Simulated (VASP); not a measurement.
# Ge (P6_3/mmc) in VASP: notebook

The runs below take Ge through single point, relaxation of cell and atoms, with LDA.

Everything below comes from runs of VASP 6.6.1. Logs are shortened: lines on timing, memory, paths and dates and some standing lists are left out, and cuts for length are marked.

### 1 The cell of the first run

It takes space group P6_3/mmc (No. 194, hexagonal). The conventional cell has a = 3.959 Å, b = 3.959 Å, c = 6.532 Å, α = 90.00°, β = 90.00°, γ = 120.00°. Within 3.2 Å of Ge (site symmetry 3m) lie 4 Ge at 2.43 to 2.44 Å.

### 2 Single point, LDA

INCAR reads:

```
PREC = Accurate
ENCUT = 520
EDIFF = 1E-7
ISMEAR = 0
SIGMA = 0.03
LREAL = False
LASPH = True
NELM = 100
ALGO = Normal
ISIF = 2
LWAVE = False
LCHARG = False
NBANDS = 36
```

KPOINTS reads:

```
regular mesh
0
Gamma
  12 12 7
```

POSCAR reads:

```
Ge
1.0
    3.9587211910      0.0000000000      0.0000000000
   -1.9793605955      3.4283531179      0.0000000000
    0.0000000000      0.0000000000      6.5323844461
Ge
4
Direct
    0.3333333333      0.6666666667      0.0628627595
    0.6666666667      0.3333333333      0.5628627595
    0.6666666667      0.3333333333      0.9371372405
    0.3333333333      0.6666666667      0.4371372405
```

Potentials or basis: VASP PAW LDA potentials, release 64 (Ge_d).

Started as:

```
$ cat potpaw_LDA.64/Ge_d/POTCAR > POTCAR
$ mpirun -np 1 vasp_std > vasp.out
```

OUTCAR:

```text
PREC = Accurate
   ENCUT = 520
   EDIFF = 1E-7
   ISMEAR = 0
   LREAL = False
   LASPH = True
   NELM = 100
   ISIF = 2

 ion  position               nearest neighbor table
   1  0.333  0.667  0.063-   3 2.43   3 2.43   3 2.43   4 2.44
   2  0.667  0.333  0.563-   4 2.43   4 2.43   4 2.43   3 2.44
   3  0.667  0.333  0.937-   1 2.43   1 2.43   1 2.43   2 2.44
   4  0.333  0.667  0.437-   2 2.43   2 2.43   2 2.43   1 2.44

  LATTYP: Found a hexagonal cell.
 ALAT       =     3.9587211910
 C/A-ratio  =     1.6501249093

  Lattice vectors:

 A1 = (   3.9587211910,   0.0000000000,   0.0000000000)
 A2 = (  -1.9793605955,   3.4283531179,   0.0000000000)
 A3 = (   0.0000000000,   0.0000000000,   6.5323844461)

Analysis of symmetry for initial positions (statically):
=====================================================================
 Subroutine PRICEL returns:
 Original cell was already a primitive cell.

 Routine SETGRP: Setting up the symmetry group for a
 hexagonal supercell.

 Subroutine GETGRP returns: Found 24 space group operations
 (whereof 12 operations were pure point group operations)
 out of a pool of 24 trial point group operations.

The static configuration has the point symmetry D_3d.
 The point group associated with its full space group is D_6h.

Analysis of symmetry for dynamics (positions and initial velocities):
=====================================================================
 Subroutine PRICEL returns:
 Original cell was already a primitive cell.

 Routine SETGRP: Setting up the symmetry group for a
 hexagonal supercell.

 Subroutine GETGRP returns: Found 24 space group operations
 (whereof 12 operations were pure point group operations)
 out of a pool of 24 trial point group operations.

The dynamic configuration has the point symmetry D_3d.
 The point group associated with its full space group is D_6h.

 Subroutine INISYM returns: Found 24 space group operations
 (whereof 12 operations are pure point group operations),
 and found     1 'primitive' translations

----------------------------------------------------------------------------------------

                                     Primitive cell

  volume of cell :      88.6568

  direct lattice vectors                    reciprocal lattice vectors
     3.958721191  0.000000000  0.000000000     0.252606827  0.145842620  0.000000000
    -1.979360595  3.428353118  0.000000000     0.000000000  0.291685239  0.000000000
     0.000000000  0.000000000  6.532384446     0.000000000  0.000000000  0.153083458

  length of vectors
     3.958721191  3.958721191  6.532384446     0.291685239  0.291685239  0.153083458

  position of ions in fractional coordinates (direct lattice)
     0.333333333  0.666666667  0.062862759
     0.666666667  0.333333333  0.562862759
     0.666666667  0.333333333  0.937137241
     0.333333333  0.666666667  0.437137241

  ion indices of the primitive-cell ions
   primitive index   ion index
                 1           1
                 2           2
                 3           3
                 4           4

----------------------------------------------------------------------------------------

 KPOINTS: regular mesh

Automatic generation of k-mesh.
 Grid dimensions read from file:
 generate k-points for:   12   12    7

 Generating k-lattice:

  Cartesian coordinates                     Fractional coordinates (reciprocal lattice)
     0.021050569  0.012153552  0.000000000     0.083333333 -0.000000000  0.000000000
     0.000000000  0.024307103  0.000000000     0.000000000  0.083333333  0.000000000
     0.000000000  0.000000000  0.021869065     0.000000000  0.000000000  0.142857143

  Length of vectors
     0.024307103  0.024307103  0.021869065

  Shift w.r.t. Gamma in fractional coordinates (k-lattice)
     0.000000000  0.000000000  0.000000000

 Subroutine IBZKPT returns following result:
 ===========================================

 Found     76 irreducible k-points:

 Following reciprocal coordinates:
            Coordinates               Weight
  0.000000  0.000000  0.000000      1.000000
  0.083333  0.000000  0.000000      6.000000
  0.166667  0.000000  0.000000      6.000000
  0.250000  0.000000  0.000000      6.000000
  0.333333  0.000000  0.000000      6.000000
  0.416667  0.000000  0.000000      6.000000
[... 16 lines left out ...]
  0.250000  0.000000  0.142857     12.000000
  0.333333  0.000000  0.142857     12.000000
 [... further k-points ...]
   k-points           NKPTS =     76   k-points in BZ     NKDIM =     76   number of bands    NBANDS=     36
   number of dos      NEDOS =    301   number of ions     NIONS =      4
   total plane-waves  NPLWV =  45000
   dimension x,y,z NGX =    30 NGY =   30 NGZ =   50
   dimension x,y,z NGXF=    60 NGYF=   60 NGZF=  100
   ions per type =               4
   NGX,Y,Z   is equivalent  to a cutoff of  12.60, 12.60, 12.72 a.u.
   NGXF,Y,Z  is equivalent  to a cutoff of  25.20, 25.20, 25.45 a.u.
 SYSTEM =  unknown system
   PREC   = accura    normal or accurate (medium, high low for compatibility)
   ISTART =      0    job   : 0-new  1-cont  2-samecut
   ICHARG =      2    charge: 1-file 2-atom 10-const
   ISPIN  =      1    spin polarized calculation?
   LNONCOLLINEAR =      F non collinear calculations
   LSORBIT =      F    spin-orbit coupling
   LASPH  =      T    aspherical Exc in radial PAW
   ENCUT  =  520.0 eV  38.22 Ry    6.18 a.u.   7.36  7.36 12.15*2*pi/ulx,y,z
   NELM   =    100;   NELMIN=  2; NELMDL= -5     # of ELM steps
   EDIFF  = 0.1E-06   stopping-criterion for ELM
   LREAL  =      F    real-space projection
   EDIFFG = 0.1E-05   stopping-criterion for IOM
   NSW    =      0    number of steps for IOM
   IBRION =     -1    ionic relax: 0-MD 1-quasi-New 2-CG
   NFREE  =      0    steps in history (QN), initial steepest desc. (CG)
   ISIF   =      2    stress and relaxation
   ISYM   =      2    0-nonsym 1-usesym 2-fastsym
   POTIM  = 0.5000    time-step for ionic-motion
   TEBEG  =    0.0;   TEEND  =   0.0 temperature during run
   PSTRESS=    0.0 pullay stress
   NELECT =      56.0000    total number of electrons
   NUPDOWN=      -1.0000    fix difference up-down
   EMIN   =  10.00;   EMAX   =-10.00  energy-range for DOS
   EFERMI =   0.00;   METHOD = LEGACY
   ISMEAR =     0;   SIGMA  =   0.03  broadening in eV -4-tet -1-fermi 0-gaus
   EFERMI_NEDOS =   21; number of points for ismear=-14 and -15
   IALGO  =     38    algorithm
   IMIX   =      4    mixing-type and parameters
     AMIX     =   0.40;   BMIX     =  1.00
     AMIX_MAG =   1.60;   BMIX_MAG =  1.00
  volume/ion in A,a.u.               =      22.16       149.57
  Fermi-wavevector in a.u.,A,eV,Ry     =   1.404646  2.654395 26.844694  1.973029
  Thomas-Fermi vector in A             =   2.527186
   LORBIT       =      0    0 simple, 1 ext, 2 COOP (PROOUT), +10 PAW based schemes
   GGA     = CA    functional components
   LHFCALC =     F    Hartree Fock is set to
   AEXX    =    0.0000 exact exchange contribution
   IVDW    =     0    specifies the selected vdW correction
   LEPSILON=     F    determine dielectric tensor
   LRPA    =     F    only Hartree local field effects (RPA)
 non-spin polarized calculation
 Gauss-broadening in eV      SIGMA  =   0.03
  energy-cutoff  :      520.00
  volume of cell :       88.66
 maximum number of plane-waves:      2430
 NGX is ok and might be reduce to    30
   NGX = 15   NGY = 15   NGZ = 25

 number of electron      56.0000035 magnetization

 Free energy of the ion-electron system (eV)
  ---------------------------------------------------
  ext. energy  EPLUGINS =         0.00000000
  ---------------------------------------------------
  free energy    TOTEN  =       -20.71828442 eV

  energy without entropy =      -20.71822203  energy(sigma->0) =      -20.71825322

 E-fermi :   4.9853     XC(G=0): -10.3846

 val. band max:        4.9689398261   @ k =   0.0000   0.0000   0.1429
 cond. band min:       5.0846539182   @ k =   0.0000   0.0000   0.0000
 fundamental gap:      0.1157140921
 Fermi energy:         4.9852609915

 k-point     1 :       0.0000    0.0000    0.0000
  band No.  band energies     occupation
      1     -20.0804      2.00000
      2     -20.0804      2.00000
      3     -20.0397      2.00000
      4     -20.0392      2.00000
      5     -20.0392      2.00000
      6     -20.0256      2.00000
[... 28 lines left out ...]
     35       9.5769      0.00000
     36      10.9592      0.00000

 k-point     2 :       0.0833    0.0000    0.0000
  band No.  band energies     occupation
      1     -20.0856      2.00000
      2     -20.0821      2.00000
      3     -20.0447      2.00000
      4     -20.0419      2.00000
      5     -20.0392      2.00000
      6     -20.0193      2.00000
[... 28 lines left out ...]
     35       9.8958      0.00000
     36      11.4114      0.00000

 k-point     3 :       0.1667    0.0000    0.0000
  band No.  band energies     occupation
      1     -20.0943      2.00000
      2     -20.0854      2.00000
      3     -20.0541      2.00000
      4     -20.0480      2.00000
      5     -20.0383      2.00000
      6     -20.0096      2.00000
[... 28 lines left out ...]
     35      10.7242      0.00000
     36      10.7335      0.00000

 k-point     4 :       0.2500    0.0000    0.0000
  band No.  band energies     occupation
      1     -20.1001      2.00000
      2     -20.0883      2.00000
      3     -20.0640      2.00000
      4     -20.0541      2.00000
      5     -20.0344      2.00000
      6     -20.0021      2.00000
[... 28 lines left out ...]
     35      11.4666      0.00000
     36      11.8488      0.00000

 k-point     5 :       0.3333    0.0000    0.0000
  band No.  band energies     occupation
      1     -20.1014      2.00000
      2     -20.0899      2.00000
      3     -20.0734      2.00000
      4     -20.0586      2.00000
      5     -20.0269      2.00000
      6     -19.9972      2.00000
[... 655 lines left out ...]
 k-point    22 :       0.1667    0.0000    0.1429
  band No.  band energies     occupation
      1     -20.0922      2.00000
      2     -20.0840      2.00000
      3     -20.0527      2.00000
      4     -20.0507      2.00000
      5     -20.0413      2.00000
      6     -20.0103      2.00000
[... 28 lines left out ...]
     35      10.5600      0.00000
     36      11.0730      0.00000

 k-point    23 :       0.2500    0.0000    0.1429
  band No.  band energies     occupation
      1     -20.0977      2.00000
      2     -20.0870      2.00000
      3     -20.0621      2.00000
      4     -20.0564      2.00000
      5     -20.0373      2.00000
      6     -20.0027      2.00000
[... 28 lines left out ...]
     35      11.2801      0.00000
     36      11.6546      0.00000

 k-point    24 :       0.3333    0.0000    0.1429
  band No.  band energies     occupation
      1     -20.0987      2.00000
      2     -20.0886      2.00000
      3     -20.0711      2.00000
      4     -20.0606      2.00000
      5     -20.0295      2.00000
      6     -19.9975      2.00000
[... 28 lines left out ...]
     35      12.0083      0.00000
     36      12.7620      0.00000

 [... further k-points ...]
[... 5 lines left out ...]
  --------------------------------------------------------------------------------------
  -------------------------------------------------------------------------------------
  Total        0.0780494      0.0780494      0.0693800     -0.0000000      0.0000000      0.0000000
  in kB        1.4104840      1.4104840      1.2538135     -0.0000000      0.0000000      0.0000000
  external PRESSURE =       1.3582605 kB  Pullay stress =       0.0000000 kB

 VOLUME and BASIS-vectors are now :
 -----------------------------------------------------------------------------
  energy-cutoff  :      520.00
  volume of cell :       88.66
      direct lattice vectors                 reciprocal lattice vectors
     3.958721191  0.000000000  0.000000000     0.252606827  0.145842620  0.000000000
    -1.979360595  3.428353118  0.000000000     0.000000000  0.291685239  0.000000000
     0.000000000  0.000000000  6.532384446     0.000000000  0.000000000  0.153083458

 POSITION                                       TOTAL-FORCE (eV/Angst)
 -----------------------------------------------------------------------------------
     -0.00000      2.28557      0.41064         0.000000      0.000000      0.000307
      1.97936      1.14278      3.67684        -0.000000      0.000000      0.000307
      1.97936      1.14278      6.12174        -0.000000      0.000000     -0.000307
     -0.00000      2.28557      2.85555         0.000000     -0.000000     -0.000307
 -----------------------------------------------------------------------------------
    total drift:                               -0.000000      0.000000      0.000000

  FREE ENERGIE OF THE ION-ELECTRON SYSTEM (eV)
  ---------------------------------------------------
  free  energy   TOTEN  =       -20.7182844163 eV

  energy  without entropy=      -20.7182220313  energy(sigma->0) =      -20.71825322
```

Run time: 2.5 min. Hardware: 1 thread of Intel Xeon Platinum 8124M at 3.00GHz (Skylake/Cascade Lake), shared host; peak memory 0.28 GiB.

Results:

- Free energy: -20.7183 eV
- Pressure: 0.1 GPa
- Band gap on the k mesh: zero (band 28 reaches 5.08 eV, above the bottom of band 29 at 4.97 eV)

(Continued in part 2 of 2.)
